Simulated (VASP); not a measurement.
# Ta in VASP: notebook

Aim: see how the results for Ta move with the level of theory and the settings. Levels: PBEsol, LDA. Tasks: single point.

Everything below comes from runs of VASP 6.6.1. Logs are shortened: lines on timing, memory, paths and dates and some standing lists are left out, and cuts for length are marked.

**1. The cell of the first run**

The cell holds a wire or tube with vacuum around it, 4 atoms: a = 22.709 Å, b = 22.709 Å, c = 2.377 Å, α = 90.00°, β = 90.00°, γ = 90.00°.

**2. Single point, PBEsol**

INCAR

```
SYSTEM = Ta
ALGO = Normal
EDIFF = 1E-6
ENCUT = 520
GGA = PS
ISIF = 2
ISMEAR = 1
LASPH = .True.
LCHARG = .False.
LREAL = .False.
LWAVE = .False.
NBANDS = 30
NELM = 80
PREC = Accurate
SIGMA = 0.05
```

KPOINTS

```
k-points
0
Gamma
  2 2 11
  0 0 0
```

POSCAR

```
Ta
1.0
   22.7091107600      0.0000000000      0.0000000000
    0.0000000000     22.7091107600      0.0000000000
    0.0000000000      0.0000000000      2.3772801000
Ta
4
Direct
    0.3186285300      0.8186285300      0.0000000000
    0.6813714700      0.1813714700      0.0000000000
    0.1813714700      0.3186285300      0.0000000000
    0.8186285300      0.6813714700      0.0000000000
```

Potentials or basis: VASP PAW PBE potentials, release 64 (Ta_pv).

Command:

```bash
cat potpaw_PBE.64/Ta_pv/POTCAR > POTCAR
mpirun -np 1 vasp_std > vasp.out
```

OUTCAR:

```text
SYSTEM = Ta
   EDIFF = 1E-6
   ENCUT = 520
   GGA = PS
   ISIF = 2
   ISMEAR = 1
   LASPH = .True.
   LREAL = .False.
   NELM = 80
   PREC = Accurate

 ion  position               nearest neighbor table
   1  0.319  0.819  0.000-
   2  0.681  0.181  0.000-
   3  0.181  0.319  0.000-
   4  0.819  0.681  0.000-

  LATTYP: Found a simple tetragonal cell.
 ALAT       =    22.7091107600
 C/A-ratio  =     0.1046839801

  Lattice vectors:

 A1 = (  22.7091107600,   0.0000000000,   0.0000000000)
 A2 = (   0.0000000000,  22.7091107600,   0.0000000000)
 A3 = (   0.0000000000,   0.0000000000,   2.3772801000)

Analysis of symmetry for initial positions (statically):
=====================================================================
 Subroutine PRICEL returns:
 Original cell was already a primitive cell.

 Routine SETGRP: Setting up the symmetry group for a
 simple tetragonal supercell.

 Subroutine GETGRP returns: Found 16 space group operations
 (whereof  8 operations were pure point group operations)
 out of a pool of 16 trial point group operations.

The static configuration has the point symmetry C_4h.
 The point group associated with its full space group is D_4h.

Analysis of symmetry for dynamics (positions and initial velocities):
=====================================================================
 Subroutine PRICEL returns:
 Original cell was already a primitive cell.

 Routine SETGRP: Setting up the symmetry group for a
 simple tetragonal supercell.

 Subroutine GETGRP returns: Found 16 space group operations
 (whereof  8 operations were pure point group operations)
 out of a pool of 16 trial point group operations.

The dynamic configuration has the point symmetry C_4h.
 The point group associated with its full space group is D_4h.

 Subroutine INISYM returns: Found 16 space group operations
 (whereof  8 operations are pure point group operations),
 and found     1 'primitive' translations

----------------------------------------------------------------------------------------

                                     Primitive cell

  volume of cell :    1225.9722

  direct lattice vectors                    reciprocal lattice vectors
    22.709110760  0.000000000  0.000000000     0.044035190  0.000000000  0.000000000
     0.000000000 22.709110760  0.000000000     0.000000000  0.044035190  0.000000000
     0.000000000  0.000000000  2.377280100     0.000000000  0.000000000  0.420648791

  length of vectors
    22.709110760 22.709110760  2.377280100     0.044035190  0.044035190  0.420648791

  position of ions in fractional coordinates (direct lattice)
     0.318628530  0.818628530  0.000000000
     0.681371470  0.181371470  0.000000000
     0.181371470  0.318628530  0.000000000
     0.818628530  0.681371470  0.000000000

  ion indices of the primitive-cell ions
   primitive index   ion index
                 1           1
                 2           2
                 3           3
                 4           4

----------------------------------------------------------------------------------------

 KPOINTS: k-points

Automatic generation of k-mesh.
 Grid dimensions read from file:
 generate k-points for:    2    2   11

 Generating k-lattice:

  Cartesian coordinates                     Fractional coordinates (reciprocal lattice)
     0.022017595  0.000000000  0.000000000     0.500000000  0.000000000  0.000000000
     0.000000000  0.022017595  0.000000000     0.000000000  0.500000000  0.000000000
     0.000000000  0.000000000  0.038240799     0.000000000  0.000000000  0.090909091

  Length of vectors
     0.022017595  0.022017595  0.038240799

  Shift w.r.t. Gamma in fractional coordinates (k-lattice)
     0.000000000  0.000000000  0.000000000

 Subroutine IBZKPT returns following result:
 ===========================================

 Found     18 irreducible k-points:

 Following reciprocal coordinates:
            Coordinates               Weight
  0.000000  0.000000  0.000000      1.000000
  0.500000  0.000000  0.000000      2.000000
  0.500000  0.500000  0.000000      1.000000
  0.000000  0.000000  0.090909      2.000000
  0.500000  0.000000  0.090909      4.000000
  0.500000  0.500000  0.090909      2.000000
[... 10 lines left out ...]
  0.500000  0.000000  0.454545      4.000000
  0.500000  0.500000  0.454545      2.000000
   k-points           NKPTS =     18   k-points in BZ     NKDIM =     18   number of bands    NBANDS=     30
   number of dos      NEDOS =    301   number of ions     NIONS =      4
   total plane-waves  NPLWV = 583200
   dimension x,y,z NGX =   180 NGY =  180 NGZ =   18
   dimension x,y,z NGXF=   360 NGYF=  360 NGZF=   36
   ions per type =               4
   NGX,Y,Z   is equivalent  to a cutoff of  13.18, 13.18, 12.59 a.u.
   NGXF,Y,Z  is equivalent  to a cutoff of  26.35, 26.35, 25.18 a.u.
 SYSTEM =  Ta
   PREC   = accura    normal or accurate (medium, high low for compatibility)
   ISTART =      0    job   : 0-new  1-cont  2-samecut
   ICHARG =      2    charge: 1-file 2-atom 10-const
   ISPIN  =      1    spin polarized calculation?
   LNONCOLLINEAR =      F non collinear calculations
   LSORBIT =      F    spin-orbit coupling
   LASPH  =      T    aspherical Exc in radial PAW
   ENCUT  =  520.0 eV  38.22 Ry    6.18 a.u.  42.22 42.22  4.42*2*pi/ulx,y,z
   NELM   =     80;   NELMIN=  2; NELMDL= -5     # of ELM steps
   EDIFF  = 0.1E-05   stopping-criterion for ELM
   LREAL  =      F    real-space projection
[... 7 lines left out ...]
   TEBEG  =    0.0;   TEEND  =   0.0 temperature during run
   PSTRESS=    0.0 pullay stress
   NELECT =      44.0000    total number of electrons
   NUPDOWN=      -1.0000    fix difference up-down
   EMIN   =  10.00;   EMAX   =-10.00  energy-range for DOS
   EFERMI =   0.00;   METHOD = LEGACY
   ISMEAR =     1;   SIGMA  =   0.05  broadening in eV -4-tet -1-fermi 0-gaus
   EFERMI_NEDOS =   21; number of points for ismear=-14 and -15
   IALGO  =     38    algorithm
   IMIX   =      4    mixing-type and parameters
     AMIX     =   0.40;   BMIX     =  1.00
     AMIX_MAG =   1.60;   BMIX_MAG =  1.00
  volume/ion in A,a.u.               =     306.49      2068.32
  Fermi-wavevector in a.u.,A,eV,Ry     =   0.540006  1.020464  3.967552  0.291607
  Thomas-Fermi vector in A             =   1.566943
   LORBIT       =      0    0 simple, 1 ext, 2 COOP (PROOUT), +10 PAW based schemes
   GGA     = PS    functional components
   LHFCALC =     F    Hartree Fock is set to
   AEXX    =    0.0000 exact exchange contribution
   IVDW    =     0    specifies the selected vdW correction
   LEPSILON=     F    determine dielectric tensor
   LRPA    =     F    only Hartree local field effects (RPA)
 non-spin polarized calculation
 Methfessel and Paxton  Order N= 1 SIGMA  =   0.05
  energy-cutoff  :      520.00
  volume of cell :     1225.97
 maximum number of plane-waves:     33232
 NGX is ok and might be reduce to   180
   NGX = 85   NGY = 85   NGZ =  9

 number of electron      43.9999998 magnetization

 Free energy of the ion-electron system (eV)
  ---------------------------------------------------
  ext. energy  EPLUGINS =         0.00000000
  ---------------------------------------------------
  free energy    TOTEN  =       -27.82825254 eV

  energy without entropy =      -27.79931124  energy(sigma->0) =      -27.81860544

 E-fermi :  -3.6487     XC(G=0):  -1.8891

 val. band max:       -3.6570664106   @ k =   0.0000   0.0000   0.0909
 cond. band min:      -3.6467050685   @ k =   0.0000   0.0000   0.1818
 fundamental gap:      0.0103613422
 Fermi energy:        -3.6486872883

 k-point     1 :       0.0000    0.0000    0.0000
  band No.  band energies     occupation
      1     -38.3025      2.00000
      2     -38.3025      2.00000
      3     -38.3025      2.00000
      4     -38.3025      2.00000
      5     -38.3025      2.00000
      6     -38.3025      2.00000
[... 22 lines left out ...]
     29      -2.1103      0.00000
     30      -2.1059      0.00000

 k-point     2 :       0.5000    0.0000    0.0000
  band No.  band energies     occupation
      1     -38.3025      2.00000
      2     -38.3025      2.00000
      3     -38.3025      2.00000
      4     -38.3025      2.00000
      5     -38.3025      2.00000
      6     -38.3025      2.00000
[... 22 lines left out ...]
     29      -2.1079      0.00000
     30      -2.1074      0.00000

 k-point     3 :       0.5000    0.5000    0.0000
  band No.  band energies     occupation
      1     -38.3025      2.00000
      2     -38.3025      2.00000
      3     -38.3025      2.00000
      4     -38.3025      2.00000
      5     -38.3025      2.00000
      6     -38.3025      2.00000
[... 22 lines left out ...]
     29      -2.1036      0.00000
     30      -2.1031      0.00000

 k-point     4 :       0.0000    0.0000    0.0909
  band No.  band energies     occupation
      1     -38.2674      2.00000
      2     -38.2674      2.00000
      3     -38.2674      2.00000
      4     -38.2674      2.00000
      5     -38.2674      2.00000
      6     -38.2674      2.00000
[... 22 lines left out ...]
     29      -2.1640      0.00000
     30      -2.1616      0.00000

 k-point     5 :       0.5000    0.0000    0.0909
  band No.  band energies     occupation
      1     -38.2674      2.00000
      2     -38.2674      2.00000
      3     -38.2674      2.00000
      4     -38.2674      2.00000
      5     -38.2674      2.00000
      6     -38.2674      2.00000
[... 22 lines left out ...]
     29      -2.1646      0.00000
     30      -2.1613      0.00000
[... 328 lines left out ...]
     29      -1.8764      0.00000
     30      -1.8764      0.00000

 k-point    16 :       0.0000    0.0000    0.4545
  band No.  band energies     occupation
      1     -39.3831      2.00000
      2     -39.3831      2.00000
      3     -39.3831      2.00000
      4     -39.3831      2.00000
      5     -37.8528      2.00000
      6     -37.8528      2.00000
[... 22 lines left out ...]
     29      -1.3880      0.00000
     30      -1.3880      0.00000

 k-point    17 :       0.5000    0.0000    0.4545
  band No.  band energies     occupation
      1     -39.3831      2.00000
      2     -39.3831      2.00000
      3     -39.3831      2.00000
      4     -39.3831      2.00000
      5     -37.8528      2.00000
      6     -37.8528      2.00000
[... 22 lines left out ...]
     29      -1.3880      0.00000
     30      -1.3880      0.00000

 k-point    18 :       0.5000    0.5000    0.4545
  band No.  band energies     occupation
      1     -39.3831      2.00000
      2     -39.3831      2.00000
      3     -39.3831      2.00000
      4     -39.3831      2.00000
      5     -37.8528      2.00000
      6     -37.8528      2.00000
[... 22 lines left out ...]
     29      -1.3880      0.00000
     30      -1.3880      0.00000

------------------------ aborting loop because EDIFF is reached ----------------------------------------

  FORCE on cell =-STRESS in cart. coord.  units (eV):
  Direction    XX          YY          ZZ          XY          YZ          ZX
  --------------------------------------------------------------------------------------
  -------------------------------------------------------------------------------------
  Total        0.0061639      0.0061639      0.5902003      0.0000000      0.0000000      0.0000000
  in kB        0.0080554      0.0080554      0.7713107      0.0000000      0.0000000      0.0000000
  external PRESSURE =       0.2624738 kB  Pullay stress =       0.0000000 kB

 VOLUME and BASIS-vectors are now :
 -----------------------------------------------------------------------------
  energy-cutoff  :      520.00
  volume of cell :     1225.97
      direct lattice vectors                 reciprocal lattice vectors
    22.709110760  0.000000000  0.000000000     0.044035190  0.000000000  0.000000000
     0.000000000 22.709110760  0.000000000     0.000000000  0.044035190  0.000000000
     0.000000000  0.000000000  2.377280100     0.000000000  0.000000000  0.420648791

 POSITION                                       TOTAL-FORCE (eV/Angst)
 -----------------------------------------------------------------------------------
      7.23577     18.59033      0.00000        -0.000279     -0.000279      0.000000
     15.47334      4.11878      0.00000         0.000279      0.000279      0.000000
      4.11878      7.23577      0.00000         0.000279     -0.000279     -0.000000
     18.59033     15.47334      0.00000        -0.000279      0.000279      0.000000
 -----------------------------------------------------------------------------------
    total drift:                                0.000000      0.000000     -0.000000

  FREE ENERGIE OF THE ION-ELECTRON SYSTEM (eV)
  ---------------------------------------------------
  free  energy   TOTEN  =       -27.8282525382 eV

  energy  without entropy=      -27.7993112415  energy(sigma->0) =      -27.81860544
```

Run time: 35 min. Hardware: 1 thread of Intel Xeon Platinum 8259CL at 2.50GHz (Skylake/Cascade Lake), shared host; peak memory 1.3 GiB.

Results:

```yaml
Free_energy: -27.8283 eV
Band_gap_on_the_k_mesh: zero (bands 22 and 23 overlap by 2.40 eV)
```

Caveat: the PAW data sets were made with another functional, which shifts forces and pressure a little; spin-orbit coupling is left out, which moves the levels of the heavy elements.

**3. Single point, LDA**

INCAR

```
  ALGO = Normal
  EDIFF = 1E-6
  ENCUT = 520
  ISIF = 2
  ISMEAR = 1
  LASPH = T
  LCHARG = F
  LREAL = F
  LWAVE = F
  NBANDS = 30
  NELM = 60
  PREC = Accurate
  SIGMA = 0.05
```

KPOINTS

```
k-points
0
Gamma
  2 2 11
```

POSCAR is that of step 2.

Potentials or basis: VASP PAW LDA potentials, release 64 (Ta_pv).

Command:

```bash
cat potpaw_LDA.64/Ta_pv/POTCAR > POTCAR
mpirun -np 1 vasp_std > vasp.out
```

OUTCAR:

```text
EDIFF = 1E-6
   ENCUT = 520
   ISIF = 2
   ISMEAR = 1
   LASPH = T
   LREAL = F
   NELM = 60
   PREC = Accurate

 ion  position               nearest neighbor table
   1  0.319  0.819  0.000-
   2  0.681  0.181  0.000-
   3  0.181  0.319  0.000-
   4  0.819  0.681  0.000-

  LATTYP: Found a simple tetragonal cell.
 ALAT       =    22.7091107600
 C/A-ratio  =     0.1046839801

  Lattice vectors:

 A1 = (  22.7091107600,   0.0000000000,   0.0000000000)
 A2 = (   0.0000000000,  22.7091107600,   0.0000000000)
 A3 = (   0.0000000000,   0.0000000000,   2.3772801000)

Analysis of symmetry for initial positions (statically):
=====================================================================
 Subroutine PRICEL returns:
 Original cell was already a primitive cell.

 Routine SETGRP: Setting up the symmetry group for a
 simple tetragonal supercell.

[... 160 lines left out ...]
  ext. energy  EPLUGINS =         0.00000000
  ---------------------------------------------------
  free energy    TOTEN  =       -28.56350788 eV

  energy without entropy =      -28.53470643  energy(sigma->0) =      -28.55390740

 E-fermi :  -3.8408     XC(G=0):  -1.9286

 val. band max:       -3.8494681565   @ k =   0.0000   0.0000   0.0909
 cond. band min:      -3.8382715764   @ k =   0.0000   0.0000   0.1818
 fundamental gap:      0.0111965801
 Fermi energy:        -3.8407941784

 k-point     1 :       0.0000    0.0000    0.0000
  band No.  band energies     occupation
      1     -38.3347      2.00000
      2     -38.3347      2.00000
      3     -38.3347      2.00000
      4     -38.3347      2.00000
      5     -38.3347      2.00000
      6     -38.3347      2.00000
[... 583 lines left out ...]
     29      -1.6061      0.00000
     30      -1.6061      0.00000

------------------------ aborting loop because EDIFF is reached ----------------------------------------

  FORCE on cell =-STRESS in cart. coord.  units (eV):
  Direction    XX          YY          ZZ          XY          YZ          ZX
  --------------------------------------------------------------------------------------
  -------------------------------------------------------------------------------------
  Total       -0.0783130     -0.0783130     -2.7553451      0.0000000      0.0000000      0.0000000
  in kB       -0.1023444     -0.1023444     -3.6008578      0.0000000      0.0000000      0.0000000
  external PRESSURE =      -1.2685155 kB  Pullay stress =       0.0000000 kB

 VOLUME and BASIS-vectors are now :
 -----------------------------------------------------------------------------
  energy-cutoff  :      520.00
  volume of cell :     1225.97
      direct lattice vectors                 reciprocal lattice vectors
    22.709110760  0.000000000  0.000000000     0.044035190  0.000000000  0.000000000
     0.000000000 22.709110760  0.000000000     0.000000000  0.044035190  0.000000000
     0.000000000  0.000000000  2.377280100     0.000000000  0.000000000  0.420648791

 POSITION                                       TOTAL-FORCE (eV/Angst)
 -----------------------------------------------------------------------------------
      7.23577     18.59033      0.00000        -0.000227     -0.000227     -0.000000
     15.47334      4.11878      0.00000         0.000227      0.000227      0.000000
      4.11878      7.23577      0.00000         0.000227     -0.000227      0.000000
     18.59033     15.47334      0.00000        -0.000227      0.000227     -0.000000
 -----------------------------------------------------------------------------------
    total drift:                                0.000000      0.000000     -0.000000

  FREE ENERGIE OF THE ION-ELECTRON SYSTEM (eV)
  ---------------------------------------------------
  free  energy   TOTEN  =       -28.5635078846 eV

  energy  without entropy=      -28.5347064344  energy(sigma->0) =      -28.55390740
```

stdout:

```text
POSCAR found type information on POSCAR Ta
 POSCAR found :  1 types and       4 ions
 scaLAPACK will be used
 LDA part: xc-table for (Slater(with rela. corr.)+CA(PZ))
 , standard interpolation
 POSCAR, INCAR and KPOINTS ok, starting setup
 FFT: planning ... GRIDC
 FFT: planning ... GRID_SOFT
 FFT: planning ... GRID
 WAVECAR not read
 entering main loop
```

Wall time 45 min (1 thread of Intel Xeon 8259CL, shared host); peak memory 1 GiB.

What came out:

* Free energy: -28.5635 eV
* Band gap on the k mesh: zero (bands 22 and 23 overlap by 2.34 eV)

Caveat: spin-orbit coupling is left out, which moves the levels of the heavy elements.
